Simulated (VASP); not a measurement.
Set up this calculation in VASP 6.6.1, as the native input.

- Task: single point
- Functional: PBE
- Potentials or basis: VASP PAW PBE potentials, release 64 (Fe)
- Cutoff: 520 eV
- k mesh: 22 × 22 × 22
- Occupations: gaussian, width 0.05 eV
- Spin: no spin polarisation
- Dipole correction: no
- Further INCAR settings: ALGO = Normal; EDIFF = 1e-07; NBANDS = 10

The structure of Fe lies in POSCAR:

```
Fe
1.0
   -1.4155932731      1.4155932731      1.4155932731
    1.4155932731     -1.4155932731      1.4155932731
    1.4155932731      1.4155932731     -1.4155932731
Fe
1
Direct
    0.0000000000      0.0000000000      0.0000000000
```

These files were run (other wordings do the same):

INCAR

```
SYSTEM = Fe
PREC     = Accurate       ! precision mode
ENCUT    = 520            ! plane-wave cutoff, eV
EDIFF    = 1E-7           ! SCF threshold, eV
ISMEAR   = 0              ! smearing method
SIGMA    = 0.05           ! smearing width, eV
LREAL    = .FALSE.        ! projectors in reciprocal space
LASPH    = .TRUE.         ! aspherical terms in the spheres
NELM     = 100            ! most SCF steps
ALGO     = Normal         ! electronic algorithm
ISIF     = 2              ! what is computed and relaxed
LWAVE    = .FALSE.        ! write WAVECAR
LCHARG   = .FALSE.        ! write CHGCAR
GGA      = PE             ! functional
NBANDS   = 10             ! bands
```

KPOINTS

```
regular mesh
0
G
  22 22 22
  0 0 0
```

Potentials or basis: VASP PAW PBE potentials, release 64 (Fe).

Launch:

```console
$ cat potpaw_PBE.64/Fe/POTCAR > POTCAR
$ mpirun -np 1 vasp_std > vasp.out
```

Results of the run:

| Item | Value |
| --- | --- |
| Pressure | -18.0 GPa |
| Band gap on the k mesh | zero (band 4 reaches 6.80 eV, above the bottom of band 5 at 4.93 eV) |

Caveat: the run has no spin polarisation, though such a crystal can be magnetic.

It took 20 s on 1 thread of Intel(R) Xeon(R) Platinum 8559C (Emerald Rapids), on a shared host, peak memory 0.14 GiB.
